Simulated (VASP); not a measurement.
# LiBe in VASP: further runs

The runs below take LiBe through single point, with PBE, LDA.

Everything below comes from runs of VASP 6.6.1. Logs are shortened: lines on timing, memory, paths and dates and some standing lists are left out, and cuts for length are marked.

### 1 The cell of the first run

The typed cell holds 4 atoms: a = 2.296 Å, b = 3.613 Å, c = 5.528 Å, α = 90.00°, β = 94.17°, γ = 90.00°.

### 2 Single point, PBE

File INCAR:

```
SYSTEM = LiBe
PREC     = Accurate       ! precision mode
ENCUT    = 750            ! plane-wave cutoff, eV
EDIFF    = 1E-6           ! SCF threshold, eV
ISMEAR   = 0              ! smearing method
SIGMA    = 0.05           ! smearing width, eV
LREAL    = .False.        ! projectors in reciprocal space
LASPH    = .True.         ! aspherical terms in the spheres
NELM     = 120            ! most SCF steps
ALGO     = Normal         ! electronic algorithm
ISIF     = 2              ! what is computed and relaxed
LWAVE    = .False.        ! write WAVECAR
LCHARG   = .False.        ! write CHGCAR
GGA      = PE             ! functional
NBANDS   = 13             ! bands
GGA_COMPAT= .False.
```

File KPOINTS:

```
regular mesh
0
Gamma
  10 7 5
  0 0 0
```

File POSCAR:

```
LiBe
1.0
    2.2959861536      0.0000000000      0.0000000000
    0.0000000000      3.6127729800      0.0000000000
   -0.4017425219      0.0000000000      5.5135259934
Be Li
2 2
Direct
    0.2689720000      0.7578760000      0.4242710000
    0.7681370000      0.2360690000      0.5659350000
    0.2778440000      0.7688110000      0.8468290000
    0.7391970000      0.2588130000      0.1610870000
```

Potentials or basis: VASP PAW PBE potentials, release 64 (Be, Li_sv).

Launch:

```bash
cat potpaw_PBE.64/Be/POTCAR potpaw_PBE.64/Li_sv/POTCAR > POTCAR
mpirun -np 1 vasp_std > vasp.out
```

OUTCAR:

```text
SYSTEM = LiBe
   PREC = Accurate
   ENCUT = 750
   EDIFF = 1E-6
   ISMEAR = 0
   LREAL = .False.
   LASPH = .True.
   NELM = 120
   ISIF = 2
   GGA = PE

 ion  position               nearest neighbor table
   1  0.269  0.758  0.424-   2 2.19   2 2.25   2 2.31   3 2.33   2 2.37
   2  0.768  0.236  0.566-   1 2.19   4 2.24   1 2.25   1 2.31   1 2.37
   3  0.278  0.769  0.847-   1 2.33
   4  0.739  0.259  0.161-   2 2.24

  LATTYP: Found a simple monoclinic cell.
 ALAT       =     2.2959861536
 B/A-ratio  =     1.5735168848
 C/A-ratio  =     2.4077423434
 COS(beta)  =    -0.0726722366

  Lattice vectors:

 A1 = (   2.2959861536,   0.0000000000,   0.0000000000)
 A2 = (   0.0000000000,   3.6127729800,   0.0000000000)
 A3 = (  -0.4017425219,   0.0000000000,   5.5135259934)

Analysis of symmetry for initial positions (statically):
=====================================================================
 Subroutine PRICEL returns:
 Original cell was already a primitive cell.

 Routine SETGRP: Setting up the symmetry group for a
 simple monoclinic supercell.

 Subroutine GETGRP returns: Found  1 space group operations
 (whereof  1 operations were pure point group operations)
 out of a pool of  4 trial point group operations.

The static configuration has the point symmetry C_1 .

Analysis of symmetry for dynamics (positions and initial velocities):
=====================================================================
 Subroutine PRICEL returns:
 Original cell was already a primitive cell.

 Routine SETGRP: Setting up the symmetry group for a
 simple monoclinic supercell.

 Subroutine GETGRP returns: Found  1 space group operations
 (whereof  1 operations were pure point group operations)
 out of a pool of  4 trial point group operations.

The dynamic configuration has the point symmetry C_1 .

 Subroutine INISYM returns: Found  1 space group operations
 (whereof  1 operations are pure point group operations),
 and found     1 'primitive' translations

----------------------------------------------------------------------------------------

                                     Primitive cell

  volume of cell :      45.7340

  direct lattice vectors                    reciprocal lattice vectors
     2.295986154  0.000000000  0.000000000     0.435542696  0.000000000  0.031735775
     0.000000000  3.612772980  0.000000000     0.000000000  0.276795693  0.000000000
    -0.401742522  0.000000000  5.513525993     0.000000000  0.000000000  0.181372138

  length of vectors
     2.295986154  3.612772980  5.528143082     0.436697378  0.276795693  0.181372138

  position of ions in fractional coordinates (direct lattice)
     0.268972000  0.757876000  0.424271000
     0.768137000  0.236069000  0.565935000
     0.277844000  0.768811000  0.846829000
     0.739197000  0.258813000  0.161087000

  ion indices of the primitive-cell ions
   primitive index   ion index
                 1           1
                 2           2
                 3           3
                 4           4

----------------------------------------------------------------------------------------

 KPOINTS: regular mesh

Automatic generation of k-mesh.
 Grid dimensions read from file:
 generate k-points for:   10    7    5

 Generating k-lattice:

  Cartesian coordinates                     Fractional coordinates (reciprocal lattice)
     0.043554270  0.000000000  0.003173578     0.100000000  0.000000000  0.000000000
     0.000000000  0.039542242  0.000000000     0.000000000  0.142857143  0.000000000
     0.000000000  0.000000000  0.036274428     0.000000000  0.000000000  0.200000000

  Length of vectors
     0.043669738  0.039542242  0.036274428

  Shift w.r.t. Gamma in fractional coordinates (k-lattice)
     0.000000000  0.000000000  0.000000000

 Subroutine IBZKPT returns following result:
 ===========================================

 Found    176 irreducible k-points:

 Following reciprocal coordinates:
            Coordinates               Weight
  0.000000  0.000000  0.000000      1.000000
  0.100000  0.000000 -0.000000      2.000000
  0.200000  0.000000 -0.000000      2.000000
  0.300000  0.000000  0.000000      2.000000
  0.400000  0.000000  0.000000      2.000000
  0.500000  0.000000  0.000000      1.000000
[... 16 lines left out ...]
 -0.300000  0.285714 -0.000000      2.000000
  0.400000  0.285714  0.000000      2.000000
 [... further k-points ...]
   k-points           NKPTS =    176   k-points in BZ     NKDIM =    176   number of bands    NBANDS=     13
   number of dos      NEDOS =    301   number of ions     NIONS =      4
   total plane-waves  NPLWV =  38400
   dimension x,y,z NGX =    24 NGY =   32 NGZ =   50
   dimension x,y,z NGXF=    48 NGYF=   64 NGZF=  100
   ions per type =               2   2
   NGX,Y,Z   is equivalent  to a cutoff of  17.38, 14.73, 15.04 a.u.
   NGXF,Y,Z  is equivalent  to a cutoff of  34.76, 29.45, 30.07 a.u.
 SYSTEM =  LiBe
   PREC   = accura    normal or accurate (medium, high low for compatibility)
   ISTART =      0    job   : 0-new  1-cont  2-samecut
   ICHARG =      2    charge: 1-file 2-atom 10-const
   ISPIN  =      1    spin polarized calculation?
   LNONCOLLINEAR =      F non collinear calculations
   LSORBIT =      F    spin-orbit coupling
   LASPH  =      T    aspherical Exc in radial PAW
   ENCUT  =  750.0 eV  55.12 Ry    7.42 a.u.   5.13  8.07 12.34*2*pi/ulx,y,z
   NELM   =    120;   NELMIN=  2; NELMDL= -5     # of ELM steps
   EDIFF  = 0.1E-05   stopping-criterion for ELM
   LREAL  =      F    real-space projection
   EDIFFG = 0.1E-04   stopping-criterion for IOM
   NSW    =      0    number of steps for IOM
   IBRION =     -1    ionic relax: 0-MD 1-quasi-New 2-CG
   NFREE  =      0    steps in history (QN), initial steepest desc. (CG)
   ISIF   =      2    stress and relaxation
   ISYM   =      2    0-nonsym 1-usesym 2-fastsym
   POTIM  = 0.5000    time-step for ionic-motion
   TEBEG  =    0.0;   TEEND  =   0.0 temperature during run
   PSTRESS=    0.0 pullay stress
   NELECT =      10.0000    total number of electrons
   NUPDOWN=      -1.0000    fix difference up-down
   EMIN   =  10.00;   EMAX   =-10.00  energy-range for DOS
   EFERMI =   0.00;   METHOD = LEGACY
   ISMEAR =     0;   SIGMA  =   0.05  broadening in eV -4-tet -1-fermi 0-gaus
   EFERMI_NEDOS =   21; number of points for ismear=-14 and -15
   IALGO  =     38    algorithm
   IMIX   =      4    mixing-type and parameters
     AMIX     =   0.40;   BMIX     =  1.00
     AMIX_MAG =   1.60;   BMIX_MAG =  1.00
  volume/ion in A,a.u.               =      11.43        77.16
  Fermi-wavevector in a.u.,A,eV,Ry     =   0.986268  1.863777 13.234727  0.972725
  Thomas-Fermi vector in A             =   2.117637
   LORBIT       =      0    0 simple, 1 ext, 2 COOP (PROOUT), +10 PAW based schemes
   GGA     = PE    functional components
   LHFCALC =     F    Hartree Fock is set to
   AEXX    =    0.0000 exact exchange contribution
   IVDW    =     0    specifies the selected vdW correction
   LEPSILON=     F    determine dielectric tensor
   LRPA    =     F    only Hartree local field effects (RPA)
 non-spin polarized calculation
 Gauss-broadening in eV      SIGMA  =   0.05
  energy-cutoff  :      750.00
  volume of cell :       45.73
 maximum number of plane-waves:      2155
 NGX is ok and might be reduce to    24
   NGX = 11   NGY = 17   NGZ = 25

 number of electron      10.0000001 magnetization

 Free energy of the ion-electron system (eV)
  ---------------------------------------------------
  ext. energy  EPLUGINS =         0.00000000
  ---------------------------------------------------
  free energy    TOTEN  =       -10.67960263 eV

  energy without entropy =      -10.67908345  energy(sigma->0) =      -10.67934304

 E-fermi :   3.0467     XC(G=0):  -8.9205

 val. band max:        3.0338673584   @ k =  -0.3000   0.4286   0.2000
 cond. band min:       3.0601955599   @ k =   0.3000   0.4286  -0.2000
 fundamental gap:      0.0263282015
 Fermi energy:         3.0466591266

 k-point     1 :       0.0000    0.0000    0.0000
  band No.  band energies     occupation
      1     -43.0486      2.00000
      2     -42.9514      2.00000
      3      -4.3797      2.00000
      4       0.1431      2.00000
      5       1.0247      2.00000
      6       2.3943      2.00000
      7       7.4570      0.00000
      8       8.8674      0.00000
      9       9.2283      0.00000
     10      10.0170      0.00000
     11      13.3794      0.00000
     12      13.7878      0.00000
     13      15.6494      0.00000

 k-point     2 :       0.1000    0.0000   -0.0000
  band No.  band energies     occupation
      1     -43.0379      2.00000
      2     -42.9415      2.00000
      3      -4.1735      2.00000
      4       0.3623      2.00000
      5       1.2554      2.00000
      6       2.6701      2.00000
      7       7.4881      0.00000
      8       9.0842      0.00000
      9       9.5412      0.00000
     10      10.2442      0.00000
     11      12.9801      0.00000
     12      13.5102      0.00000
     13      13.7050      0.00000

 k-point     3 :       0.2000    0.0000   -0.0000
  band No.  band energies     occupation
      1     -43.0100      2.00000
      2     -42.9154      2.00000
      3      -3.5551      2.00000
      4       1.0014      2.00000
      5       1.9345      2.00000
      6       3.4957      0.00000
      7       7.1335      0.00000
      8       9.7505      0.00000
      9      10.4022      0.00000
     10      10.8143      0.00000
     11      11.0694      0.00000
     12      12.7824      0.00000
     13      13.2459      0.00000
[... 305 lines left out ...]
 k-point    23 :      -0.3000    0.2857   -0.0000
  band No.  band energies     occupation
      1     -42.9737      2.00000
      2     -42.8837      2.00000
      3      -1.8703      2.00000
      4       1.5681      2.00000
      5       2.6869      2.00000
      6       3.4979      0.00000
      7       7.4517      0.00000
      8       7.6947      0.00000
      9       7.9966      0.00000
     10      11.7694      0.00000
     11      12.5526      0.00000
     12      13.5039      0.00000
     13      14.3655      0.00000

 k-point    24 :       0.4000    0.2857    0.0000
  band No.  band energies     occupation
      1     -42.9462      2.00000
      2     -42.8569      2.00000
      3      -0.5023      2.00000
      4       2.0897      2.00000
      5       3.9912      0.00000
      6       4.9991      0.00000
      7       6.1698      0.00000
      8       8.1328      0.00000
      9       8.5658      0.00000
     10       9.1732      0.00000
     11      10.7856      0.00000
     12      12.1651      0.00000
     13      13.7450      0.00000

 [... further k-points ...]

------------------------ aborting loop because EDIFF is reached ----------------------------------------

  FORCE on cell =-STRESS in cart. coord.  units (eV):
  Direction    XX          YY          ZZ          XY          YZ          ZX
  --------------------------------------------------------------------------------------
  -------------------------------------------------------------------------------------
  Total        0.1258872     -0.1096789      0.2902229      0.0352111      0.0540663     -0.0985287
  in kB        4.4101445     -3.8423263     10.1672362      1.2335324      1.8940765     -3.4517067
  external PRESSURE =       3.5783515 kB  Pullay stress =       0.0000000 kB

 VOLUME and BASIS-vectors are now :
 -----------------------------------------------------------------------------
  energy-cutoff  :      750.00
  volume of cell :       45.73
      direct lattice vectors                 reciprocal lattice vectors
     2.295986154  0.000000000  0.000000000     0.435542696  0.000000000  0.031735775
     0.000000000  3.612772980  0.000000000     0.000000000  0.276795693  0.000000000
    -0.401742522  0.000000000  5.513525993     0.000000000  0.000000000  0.181372138

 POSITION                                       TOTAL-FORCE (eV/Angst)
 -----------------------------------------------------------------------------------
      0.44711      2.73803      2.33923        -0.137140     -0.306999     -0.037961
      1.53627      0.85286      3.12030         0.112741      0.498051      0.287838
      0.29772      2.77754      4.66901        -0.013978     -0.226607     -0.078211
      1.63247      0.93503      0.88816         0.038378      0.035555     -0.171667
 -----------------------------------------------------------------------------------
    total drift:                                0.000115      0.000135     -0.000045

  FREE ENERGIE OF THE ION-ELECTRON SYSTEM (eV)
  ---------------------------------------------------
  free  energy   TOTEN  =       -10.6796026275 eV

  energy  without entropy=      -10.6790834536  energy(sigma->0) =      -10.67934304
```

Wall time 2.2 min (1 thread of Intel Xeon Platinum 8488C (Sapphire Rapids), shared host); peak memory 0.29 GiB.

Results:

```yaml
Free_energy: -10.6796 eV
Pressure: 0.4 GPa
Largest_force: 0.586 eV/Å
Band_gap_on_the_k_mesh: zero (bands 5 and 6 overlap by 4.48 eV)
```

Forces on the atoms (eV/Å):
```
Be  -0.137 -0.307 -0.038
Be   0.113  0.498  0.288
Li  -0.014 -0.227 -0.078
Li   0.038  0.036 -0.172
```

Stress tensor (GPa, compression positive):
```
 0.44  0.12 -0.35
 0.12 -0.38  0.19
-0.35  0.19  1.02
```

Levels at points of the mesh, in eV from the Fermi level:
```tsv
k point	band 1	band 2	band 3	band 4	band 5	band 6	band 7	band 8	band 9	band 10
(0.00, 0.00, 0.00)	-46.10	-46.00	-7.43	-2.90	-2.02	-0.65	4.41	5.82	6.18	6.97
(0.50, 0.00, 0.00)	-45.98	-45.89	-2.37	-2.26	0.77	1.99	5.52	5.91	6.28	6.64
```

### 3 Single point, LDA

File INCAR:

```
SYSTEM = LiBe
PREC = Accurate
ENCUT = 750
EDIFF = 1E-6
ISMEAR = 0
SIGMA = 0.1
LREAL = .False.
LASPH = .True.
NELM = 120
ALGO = Normal
ISIF = 2
LWAVE = .False.
LCHARG = .False.
GGA = CA
NBANDS = 13
GGA_COMPAT = .False.
```

File KPOINTS:

```
Automatic mesh
0
Gamma
  13 8 6
  0 0 0
```

File POSCAR:

```
LiBe
1.0
    2.2959861536      0.0000000000      0.0000000000
    0.0000000000      3.6127729800      0.0000000000
   -0.4017425219      0.0000000000      5.5135259934
Be Li
2 2
Direct
    0.2435819200      0.7500000000      0.4238283600
    0.7564180800      0.2500000000      0.5761716400
    0.2631524400      0.7500000000      0.8451422600
    0.7368475600      0.2500000000      0.1548577400
```

Potentials or basis: VASP PAW LDA potentials, release 64 (Be, Li_sv).

Launch:

```bash
cat potpaw_LDA.64/Be/POTCAR potpaw_LDA.64/Li_sv/POTCAR > POTCAR
mpirun -np 1 vasp_std > vasp.out
```

Wall time 2.6 min (1 thread of Intel Xeon Platinum 8488C (Sapphire Rapids), shared host); peak memory 0.28 GiB.

Results (log left out):

```yaml
Free_energy: -11.8814 eV
Pressure: -3.1 GPa
Largest_force: 0.102 eV/Å
Band_gap_on_the_k_mesh: zero (bands 5 and 6 overlap by 5.38 eV)
```

Forces on the atoms (eV/Å):
```
Be   0.001  0.000  0.102
Be  -0.001  0.000 -0.102
Li  -0.004  0.000 -0.090
Li   0.004  0.000  0.090
```

Stress tensor (GPa, compression positive):
```
-3.56  0.00  0.07
 0.00 -2.31  0.00
 0.07  0.00 -3.32
```

Levels at points of the mesh, in eV from the Fermi level:
```csv
k point,band 3,band 4,band 5,band 6,band 7,band 8
"(0.00, 0.00, 0.00)",-7.37,-2.94,-2.08,-0.69,4.51,5.64
"(0.00, 0.50, 0.00)",-5.32,-5.32,-1.96,-1.96,2.44,2.44
"(0.00, 0.00, 0.50)",-7.27,-4.20,-0.47,1.00,2.38,3.38
"(0.00, 0.50, 0.50)",-5.25,-5.25,-2.35,-2.35,4.05,4.05
```

Caveat: the cell stands under tension.

[end of part 1 of 2]
